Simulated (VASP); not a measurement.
Wanted: the native input for a VASP 6.6.1 run.

```
Task                   : single point
Functional             : LDA
Potentials or basis    : VASP PAW LDA potentials, release 64 (Al)
Cutoff                 : 520 eV
k mesh                 : 8 × 8 × 4
Occupations            : fermi-dirac, width 0.05 eV
Spin                   : no spin polarisation
Dipole correction      : no
Further INCAR settings : ALGO = Normal; EDIFF = 1e-07; NBANDS = 10
```

The structure of Al lies in POSCAR:

```
Al
1.0
    2.6560720880     -0.0386642264      0.0052687521
   -1.3615216681      2.4541566797     -0.0437426624
    0.0091151415     -0.0821464562      4.7334228431
Al
2
Direct
    0.6255000000      0.2880900000      0.7650500000
    0.4203400000      0.7312800000      0.2390100000
```

One way to write it, as run:

INCAR

```
SYSTEM = Al
ALGO = Normal ; EDIFF = 1E-7
ENCUT = 520 ; GGA = CA
ISIF = 2 ; ISMEAR = -1
LASPH = .True. ; LCHARG = .False.
LREAL = .False. ; LWAVE = .False.
NBANDS = 10 ; NELM = 60
PREC = Accurate ; SIGMA = 0.05
```

KPOINTS

```
k-points
0
Gamma
  8 8 4
  0 0 0
```

Potentials or basis: VASP PAW LDA potentials, release 64 (Al).

Run with:

```console
$ cat potpaw_LDA.64/Al/POTCAR > POTCAR
$ mpirun -np 1 vasp_std > vasp.out
```

It gave:

| Property | Result |
| --- | --- |
| Pressure | 5.3 GPa |
| Largest force | 0.682 eV/Å |
| Band gap on the k mesh | zero (band 3 reaches 11.94 eV, above the bottom of band 4 at 5.40 eV) |

Run time: 12 s on 1 thread of Intel(R) Xeon(R) 6975P-C (Granite Rapids), on a shared host, peak memory 0.15 GiB.
